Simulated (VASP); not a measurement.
Set up this calculation in VASP 6.6.1, as the native input.

```yaml
Task: single point
Functional: LDA
Potentials_or_basis: VASP PAW LDA potentials, release 64 (Sr_sv, Cl)
Cutoff: 520 eV
k_mesh: 5 × 5 × 2
Occupations: gaussian, width 0.05 eV
Spin: no spin polarisation
Dipole_correction: no
Further_INCAR_settings: ALGO = Normal; EDIFF = 1e-06; NBANDS = 46
```

The structure of SrCl2 lies in POSCAR:

```
SrCl2
1.0
    3.4855000000     -3.4855000000      0.0000000000
    3.4855000000      0.0000000000     -3.4855000000
    6.8843974596      6.8843974596      6.8843974596
Sr Cl
3 6
Direct
    0.6666666667      0.6666666667      0.1687801327
    0.0000000000      0.0000000000      0.8438331581
    0.3333333333      0.3333333333      0.5063066454
    0.6666666667      0.6666666667      0.4219250172
    1.0000000000      0.0000000000      0.0843985045
    0.3333333333      0.3333333333      0.7594515299
    0.6666666667      0.6666666667      0.9282147863
    1.0000000000      1.0000000000      0.5906882736
    0.3333333333      0.3333333333      0.2531617609
```

This cell differs from its parent crystal: the distance across one plane changed.

The input as run:

INCAR

```
ALGO = Normal ; EDIFF = 1E-6
ENCUT = 520 ; GGA = CA
ISIF = 2 ; ISMEAR = 0
LASPH = T ; LCHARG = T
LELF = T ; LREAL = F
LVHAR = T ; LWAVE = F
NBANDS = 46 ; NELM = 60
PREC = Accurate ; SIGMA = 0.05
```

KPOINTS

```
k-points
0
Gamma
  5 5 2
```

Potentials or basis: VASP PAW LDA potentials, release 64 (Sr_sv, Cl).

Run with:

```bash
$ cat potpaw_LDA.64/Sr_sv/POTCAR potpaw_LDA.64/Cl/POTCAR > POTCAR
$ mpirun -np 1 vasp_std > vasp.out
```

It gave:

| Item | Value |
| --- | --- |
| Pressure | -2.1 GPa |
| Largest force | 0.289 eV/Å |
| Band gap on the k mesh | 5.02 eV |

Caveat: the cell differs from its parent crystal (the distance across one plane changed).

It took 3.5 min on 1 thread of Oxide Virtual Turin-like Processor (shared host), peak memory 0.3 GiB.
